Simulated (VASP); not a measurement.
# RbSr (P6/mmm) in VASP: a series of runs

Runs on RbSr. Level: PBE. Tasks: single point, relaxation of cell and atoms.

Program: VASP 6.6.1. These are calculated values, not measurements. Logs are shortened: lines on timing, memory, paths and dates and some standing lists are left out, and cuts for length are marked.

### Step 1. The cell of the first run

Symmetry: P6/mmm, No. 191, hexagonal system. Conventional cell: a = 4.371 Å, b = 4.371 Å, c = 8.620 Å, α = 90.00°, β = 90.00°, γ = 120.00°. Rb (site symmetry 6/mmm) has 2 Sr at 4.31 Å and 6 Rb at 4.37 Å within 5.7 Å. Sr (site symmetry 6/mmm) has 2 Rb at 4.31 Å and 6 Sr at 4.37 Å within 5.7 Å.

The cell was generated, and may not be a known phase.

### Step 2. Single point, PBE

File INCAR:

```
  ALGO = Fast
  EDIFF = 1E-6
  ENCUT = 520
  GGA = PE
  ISIF = 2
  ISMEAR = 0
  LASPH = True
  LCHARG = True
  LELF = True
  LREAL = False
  LVHAR = True
  LWAVE = False
  NBANDS = 16
  NELM = 100
  PREC = Accurate
  SIGMA = 0.1
```

File KPOINTS:

```
k-points
0
Gamma
  12 12 8
```

File POSCAR:

```
RbSr
1.0
    4.3711854340      0.0000000000      0.0000000000
   -2.1855927170      3.7855576305      0.0000000000
    0.0000000000      0.0000000000      8.6200874092
Rb Sr
1 1
Direct
    0.0000000000      0.0000000000      0.0000000000
    0.0000000000      0.0000000000      0.5000000000
```

Potentials or basis: VASP PAW PBE potentials, release 64 (Rb_sv, Sr_sv).

Command:

```sh
$ cat potpaw_PBE.64/Rb_sv/POTCAR potpaw_PBE.64/Sr_sv/POTCAR > POTCAR
$ mpirun -np 1 vasp_std > vasp.out
```

OUTCAR:

```text
EDIFF = 1E-6
   ENCUT = 520
   GGA = PE
   ISIF = 2
   ISMEAR = 0
   LASPH = True
   LREAL = False
   NELM = 100
   PREC = Accurate

 ion  position               nearest neighbor table
   1  0.000  0.000  0.000-   2 4.31   2 4.31
   2  0.000  0.000  0.500-   1 4.31   1 4.31

  LATTYP: Found a hexagonal cell.
 ALAT       =     4.3711854340
 C/A-ratio  =     1.9720251038

  Lattice vectors:

 A1 = (   4.3711854340,   0.0000000000,   0.0000000000)
 A2 = (  -2.1855927170,   3.7855576305,   0.0000000000)
 A3 = (   0.0000000000,   0.0000000000,   8.6200874092)

Analysis of symmetry for initial positions (statically):
=====================================================================
 Subroutine PRICEL returns:
 Original cell was already a primitive cell.

 Routine SETGRP: Setting up the symmetry group for a
 hexagonal supercell.

 Subroutine GETGRP returns: Found 24 space group operations
 (whereof 24 operations were pure point group operations)
 out of a pool of 24 trial point group operations.

The static configuration has the point symmetry D_6h.

Analysis of symmetry for dynamics (positions and initial velocities):
=====================================================================
 Subroutine PRICEL returns:
 Original cell was already a primitive cell.

 Routine SETGRP: Setting up the symmetry group for a
 hexagonal supercell.

 Subroutine GETGRP returns: Found 24 space group operations
 (whereof 24 operations were pure point group operations)
 out of a pool of 24 trial point group operations.

The dynamic configuration has the point symmetry D_6h.

 Subroutine INISYM returns: Found 24 space group operations
 (whereof 24 operations are pure point group operations),
 and found     1 'primitive' translations

----------------------------------------------------------------------------------------

                                     Primitive cell

  volume of cell :     142.6398

  direct lattice vectors                    reciprocal lattice vectors
     4.371185434  0.000000000  0.000000000     0.228770894  0.132080937  0.000000000
    -2.185592717  3.785557631  0.000000000     0.000000000  0.264161875  0.000000000
     0.000000000  0.000000000  8.620087409     0.000000000  0.000000000  0.116008104

  length of vectors
     4.371185434  4.371185434  8.620087409     0.264161875  0.264161875  0.116008104

  position of ions in fractional coordinates (direct lattice)
     0.000000000  0.000000000  0.000000000
     0.000000000  0.000000000  0.500000000

  ion indices of the primitive-cell ions
   primitive index   ion index
                 1           1
                 2           2

----------------------------------------------------------------------------------------

 KPOINTS: k-points

Automatic generation of k-mesh.
 Grid dimensions read from file:
 generate k-points for:   12   12    8

 Generating k-lattice:

  Cartesian coordinates                     Fractional coordinates (reciprocal lattice)
     0.019064241  0.011006745  0.000000000     0.083333333 -0.000000000  0.000000000
     0.000000000  0.022013490  0.000000000     0.000000000  0.083333333  0.000000000
     0.000000000  0.000000000  0.014501013     0.000000000  0.000000000  0.125000000

  Length of vectors
     0.022013490  0.022013490  0.014501013

  Shift w.r.t. Gamma in fractional coordinates (k-lattice)
     0.000000000  0.000000000  0.000000000

 Subroutine IBZKPT returns following result:
 ===========================================

 Found     95 irreducible k-points:

 Following reciprocal coordinates:
            Coordinates               Weight
  0.000000  0.000000  0.000000      1.000000
  0.083333 -0.000000  0.000000      6.000000
  0.166667  0.000000  0.000000      6.000000
  0.250000  0.000000  0.000000      6.000000
  0.333333  0.000000  0.000000      6.000000
  0.416667 -0.000000  0.000000      6.000000
[... 16 lines left out ...]
  0.250000  0.000000  0.125000     12.000000
  0.333333  0.000000  0.125000     12.000000
 [... further k-points ...]
   k-points           NKPTS =     95   k-points in BZ     NKDIM =     95   number of bands    NBANDS=     16
   number of dos      NEDOS =    301   number of ions     NIONS =      2
   total plane-waves  NPLWV =  82944
   dimension x,y,z NGX =    36 NGY =   36 NGZ =   64
   dimension x,y,z NGXF=    72 NGYF=   72 NGZF=  128
   ions per type =               1   1
   NGX,Y,Z   is equivalent  to a cutoff of  13.69, 13.69, 12.34 a.u.
   NGXF,Y,Z  is equivalent  to a cutoff of  27.38, 27.38, 24.69 a.u.
 SYSTEM =  unknown system
   PREC   = accura    normal or accurate (medium, high low for compatibility)
   ISTART =      0    job   : 0-new  1-cont  2-samecut
   ICHARG =      2    charge: 1-file 2-atom 10-const
   ISPIN  =      1    spin polarized calculation?
   LNONCOLLINEAR =      F non collinear calculations
   LSORBIT =      F    spin-orbit coupling
   LASPH  =      T    aspherical Exc in radial PAW
   ENCUT  =  520.0 eV  38.22 Ry    6.18 a.u.   8.13  8.13 16.03*2*pi/ulx,y,z
   NELM   =    100;   NELMIN=  2; NELMDL= -5     # of ELM steps
   EDIFF  = 0.1E-05   stopping-criterion for ELM
   LREAL  =      F    real-space projection
   EDIFFG = 0.1E-04   stopping-criterion for IOM
   NSW    =      0    number of steps for IOM
   IBRION =     -1    ionic relax: 0-MD 1-quasi-New 2-CG
   NFREE  =      0    steps in history (QN), initial steepest desc. (CG)
   ISIF   =      2    stress and relaxation
   ISYM   =      2    0-nonsym 1-usesym 2-fastsym
   POTIM  = 0.5000    time-step for ionic-motion
   TEBEG  =    0.0;   TEEND  =   0.0 temperature during run
   PSTRESS=    0.0 pullay stress
   NELECT =      19.0000    total number of electrons
   NUPDOWN=      -1.0000    fix difference up-down
   EMIN   =  10.00;   EMAX   =-10.00  energy-range for DOS
   EFERMI =   0.00;   METHOD = LEGACY
   ISMEAR =     0;   SIGMA  =   0.10  broadening in eV -4-tet -1-fermi 0-gaus
   EFERMI_NEDOS =   21; number of points for ismear=-14 and -15
   IALGO  =     68    algorithm
   IMIX   =      4    mixing-type and parameters
     AMIX     =   0.40;   BMIX     =  1.00
     AMIX_MAG =   1.60;   BMIX_MAG =  1.00
  volume/ion in A,a.u.               =      71.32       481.29
  Fermi-wavevector in a.u.,A,eV,Ry     =   0.836076  1.579955  9.510787  0.699023
  Thomas-Fermi vector in A             =   1.949740
   LORBIT       =      0    0 simple, 1 ext, 2 COOP (PROOUT), +10 PAW based schemes
   GGA     = PE    functional components
   LHFCALC =     F    Hartree Fock is set to
   AEXX    =    0.0000 exact exchange contribution
   IVDW    =     0    specifies the selected vdW correction
   LEPSILON=     F    determine dielectric tensor
   LRPA    =     F    only Hartree local field effects (RPA)
 non-spin polarized calculation
 RMM-DIIS sequential band-by-band and
 Gauss-broadening in eV      SIGMA  =   0.10
  energy-cutoff  :      520.00
  volume of cell :      142.64
 maximum number of plane-waves:      3864
 NGX is ok and might be reduce to    36
   NGX = 17   NGY = 17   NGZ = 33

 number of electron      19.0000000 magnetization

 Free energy of the ion-electron system (eV)
  ---------------------------------------------------
  ext. energy  EPLUGINS =         0.00000000
  ---------------------------------------------------
  free energy    TOTEN  =        -2.14117746 eV

  energy without entropy =       -2.13075674  energy(sigma->0) =       -2.13596710

 E-fermi :   0.6910     XC(G=0):  -6.3332

 val. band max:        0.6885667149   @ k =   0.3333   0.2500   0.5000
 cond. band min:       0.6993954514   @ k =   0.4167  -0.0000   0.3750
 fundamental gap:      0.0108287365
 Fermi energy:         0.6910293794

 k-point     1 :       0.0000    0.0000    0.0000
  band No.  band energies     occupation
      1     -36.4963      2.00000
      2     -28.1946      2.00000
      3     -18.5071      2.00000
      4     -18.3706      2.00000
      5     -18.3706      2.00000
      6     -12.2813      2.00000
[... 8 lines left out ...]
     15       4.0126      0.00000
     16       4.0126      0.00000

 k-point     2 :       0.0833   -0.0000    0.0000
  band No.  band energies     occupation
      1     -36.4959      2.00000
      2     -28.1933      2.00000
      3     -18.5061      2.00000
      4     -18.3781      2.00000
      5     -18.3724      2.00000
      6     -12.2783      2.00000
[... 8 lines left out ...]
     15       3.9650      0.00000
     16       3.9671      0.00000

 k-point     3 :       0.1667    0.0000    0.0000
  band No.  band energies     occupation
      1     -36.4947      2.00000
      2     -28.1900      2.00000
      3     -18.5035      2.00000
      4     -18.3985      2.00000
      5     -18.3773      2.00000
      6     -12.2701      2.00000
[... 8 lines left out ...]
     15       3.8316      0.00000
     16       3.8487      0.00000

 k-point     4 :       0.2500    0.0000    0.0000
  band No.  band energies     occupation
      1     -36.4931      2.00000
      2     -28.1855      2.00000
      3     -18.4999      2.00000
      4     -18.4261      2.00000
      5     -18.3840      2.00000
      6     -12.3170      2.00000
[... 8 lines left out ...]
     15       3.6396      0.00000
     16       3.6986      0.00000
[... 324 lines left out ...]
 k-point    22 :       0.1667    0.0000    0.1250
  band No.  band energies     occupation
      1     -36.4947      2.00000
      2     -28.1900      2.00000
      3     -18.5034      2.00000
      4     -18.3985      2.00000
      5     -18.3773      2.00000
      6     -12.2705      2.00000
[... 8 lines left out ...]
     15       3.8065      0.00000
     16       3.8599      0.00000

 k-point    23 :       0.2500    0.0000    0.1250
  band No.  band energies     occupation
      1     -36.4931      2.00000
      2     -28.1855      2.00000
      3     -18.4998      2.00000
      4     -18.4261      2.00000
      5     -18.3840      2.00000
      6     -12.3170      2.00000
[... 8 lines left out ...]
     15       3.6360      0.00000
     16       3.7124      0.00000

 k-point    24 :       0.3333    0.0000    0.1250
  band No.  band energies     occupation
      1     -36.4916      2.00000
      2     -28.1809      2.00000
      3     -18.4963      2.00000
      4     -18.4535      2.00000
      5     -18.3907      2.00000
      6     -12.3863      2.00000
[... 8 lines left out ...]
     15       3.5270      0.00000
     16       3.5742      0.00000

 [... further k-points ...]

------------------------ aborting loop because EDIFF is reached ----------------------------------------

  FORCE on cell =-STRESS in cart. coord.  units (eV):
  Direction    XX          YY          ZZ          XY          YZ          ZX
  --------------------------------------------------------------------------------------
  -------------------------------------------------------------------------------------
  Total        0.0054531      0.0054531      0.0107292      0.0000000     -0.0000000      0.0000000
  in kB        0.0612510      0.0612510      0.1205143      0.0000000     -0.0000000      0.0000000
  external PRESSURE =       0.0810054 kB  Pullay stress =       0.0000000 kB

 VOLUME and BASIS-vectors are now :
 -----------------------------------------------------------------------------
  energy-cutoff  :      520.00
  volume of cell :      142.64
      direct lattice vectors                 reciprocal lattice vectors
     4.371185434  0.000000000  0.000000000     0.228770894  0.132080937  0.000000000
    -2.185592717  3.785557631  0.000000000     0.000000000  0.264161875  0.000000000
     0.000000000  0.000000000  8.620087409     0.000000000  0.000000000  0.116008104

 POSITION                                       TOTAL-FORCE (eV/Angst)
 -----------------------------------------------------------------------------------
      0.00000      0.00000      0.00000        -0.000000      0.000000      0.000000
      0.00000      0.00000      4.31004         0.000000      0.000000      0.000000
 -----------------------------------------------------------------------------------
    total drift:                               -0.000000      0.000000      0.000000

  FREE ENERGIE OF THE ION-ELECTRON SYSTEM (eV)
  ---------------------------------------------------
  free  energy   TOTEN  =        -2.1411774628 eV

  energy  without entropy=       -2.1307567432  energy(sigma->0) =       -2.13596710
```

Wall time 2.4 min (1 thread of Intel Xeon 6975P-C (Granite Rapids), shared host); peak memory 0.42 GiB.

What came out:

```
Free energy            : -2.1412 eV
Pressure               : 0.0 GPa
Band gap on the k mesh : zero (an odd number of electrons rules out a gap without spin polarisation)
```

Levels at points of the mesh, in eV from the Fermi level:
```
           k point  band 8  band 9  band 10  band 11  band 12  band 13
(0.00, 0.00, 0.00)  -12.86   -2.91    -0.81    -0.14     1.43     2.21
(0.50, 0.00, 0.00)  -12.93   -0.63     0.22     0.23     0.95     1.87
(0.00, 0.00, 0.50)  -12.86   -2.63    -1.71     0.88     1.38     2.22
(0.50, 0.00, 0.50)  -12.93   -0.39     0.14     0.34     0.69     1.68
```

### Step 3. Relaxation of cell and atoms, PBE

This run uses another cell than the first one, of 69.17 Å³/atom.

File INCAR:

```
SYSTEM = RbSr
PREC = Accurate ; ENCUT = 600
EDIFF = 1E-6 ; ISMEAR = 0
SIGMA = 0.1 ; LREAL = .False.
LASPH = .True. ; NELM = 60
ALGO = Fast ; ISIF = 3
LWAVE = .False. ; LCHARG = .False.
GGA = PE ; IBRION = 2
NSW = 100 ; EDIFFG = -0.01
```

File KPOINTS:

```
Automatic mesh
0
Gamma
  12 12 8
  0 0 0
```

File POSCAR:

```
RbSr
1.0
    4.3275029730      0.0000000000      0.0000000000
   -2.1637514865      3.7477275096      0.0000000000
    0.0000000000      0.0000000000      8.5294261482
Rb Sr
1 1
Direct
    0.0000000000      0.0000000000      0.0000000000
    0.0000000000      0.0000000000      0.5000000000
```

Potentials or basis: VASP PAW PBE potentials, release 64 (Rb_sv, Sr_sv).

Command:

```sh
$ cat potpaw_PBE.64/Rb_sv/POTCAR potpaw_PBE.64/Sr_sv/POTCAR > POTCAR
$ mpirun -np 1 vasp_std > vasp.out
```

OUTCAR:

```text
SYSTEM = RbSr
   PREC = Accurate
   ENCUT = 600
   EDIFF = 1E-6
   ISMEAR = 0
   LREAL = .False.
   LASPH = .True.
   NELM = 60
   ISIF = 3
   GGA = PE
   IBRION = 2
   NSW = 100
   EDIFFG = -0.01

 ion  position               nearest neighbor table
   1  0.000  0.000  0.000-   2 4.26   2 4.26
   2  0.000  0.000  0.500-   1 4.26   1 4.26

  LATTYP: Found a hexagonal cell.
 ALAT       =     4.3275029730
 C/A-ratio  =     1.9709810025

  Lattice vectors:

 A1 = (   4.3275029730,   0.0000000000,   0.0000000000)
 A2 = (  -2.1637514865,   3.7477275096,   0.0000000000)
 A3 = (   0.0000000000,   0.0000000000,   8.5294261482)

Analysis of symmetry for initial positions (statically):
=====================================================================
 Subroutine PRICEL returns:
 Original cell was already a primitive cell.
[... 378 lines left out ...]
      5     -18.3675      2.00000
      6     -12.2788      2.00000
      7     -12.1705      2.00000
      8     -12.1705      2.00000
      9      -2.2219      2.00000
     10      -0.1240      2.00000
     11       0.5479      1.95912
     12       2.1219      0.00000
     13       2.9016      0.00000
[... 354 lines left out ...]
  band No.  band energies     occupation
      1     -36.4884      2.00000
      2     -28.1785      2.00000
      3     -18.4932      2.00000
      4     -18.4508      2.00000
      5     -18.3877      2.00000
      6     -12.3844      2.00000
      7     -12.2453      2.00000
      8     -12.2193      2.00000
      9      -0.8441      2.00000
     10       0.6564      1.39032
     11       1.3421      0.00000
     12       1.6437      0.00000
     13       2.5336      0.00000

 [... further k-points ...]

------------------------ aborting loop because EDIFF is reached ----------------------------------------

  FORCE on cell =-STRESS in cart. coord.  units (eV):
  Direction    XX          YY          ZZ          XY          YZ          ZX
  --------------------------------------------------------------------------------------
  -------------------------------------------------------------------------------------
  Total        0.0141056      0.0141056      0.0106098      0.0000000      0.0000000     -0.0000000
  in kB        0.1585296      0.1585296      0.1192409      0.0000000      0.0000000     -0.0000000
  external PRESSURE =       0.1454333 kB  Pullay stress =       0.0000000 kB
[... 17 lines left out ...]
  FREE ENERGIE OF THE ION-ELECTRON SYSTEM (eV)
  ---------------------------------------------------
  free  energy   TOTEN  =        -2.1411150999 eV

  energy  without entropy=       -2.1306713165  energy(sigma->0) =       -2.13589321

 reached required accuracy - stopping structural energy minimisation
```

Wall time 11 min (1 thread of Intel Xeon 6975P-C (Granite Rapids), shared host); peak memory 0.51 GiB.

What came out:

```
Free energy                           : -2.1411 eV
Relaxed volume                        : 71.28 Å³/atom
Relaxed cell                          : a = 4.369 Å, b = 4.369 Å, c = 8.622 Å, α = 90.00°, β = 90.00°, γ = 120.00°
Space group after relaxing (to 0.1 Å) : P6/mmm (No. 191)
Energy gained by relaxing             : 1.2 meV/atom
Ionic steps                           : 10
Pressure after relaxing               : 0.0 GPa
Band gap on the k mesh                : zero (an odd number of electrons rules out a gap without spin polarisation)
```

The path:
```tsv
step	energy change (eV)	largest force (eV/Å)	pressure (GPa)	volume (Å³)
1	0.0000	0.0000	0.18	138.33
2	-0.0014	0.0000	0.10	139.90
3	-0.0021	0.0000	0.05	141.07
4	-0.0024	0.0000	-0.05	143.43
5	-0.0024	0.0000	0.02	142.24
6	-0.0024	0.0000	0.00	142.61
7	-0.0024	0.0000	-0.01	142.53
8	-0.0024	0.0000	0.01	142.38
9	-0.0025	0.0000	0.01	142.46
10	-0.0025	0.0000	0.01	142.56
```

Final structure:
```xyz
2
Lattice="4.3694 0.0000 0.0000 -2.1847 3.7840 0.0000 0.0000 0.0000 8.6222" Properties=species:S:1:pos:R:3 pbc="T T T"
Rb    4.3694    0.0000    0.0000
Sr    0.0000    0.0000    4.3111
```
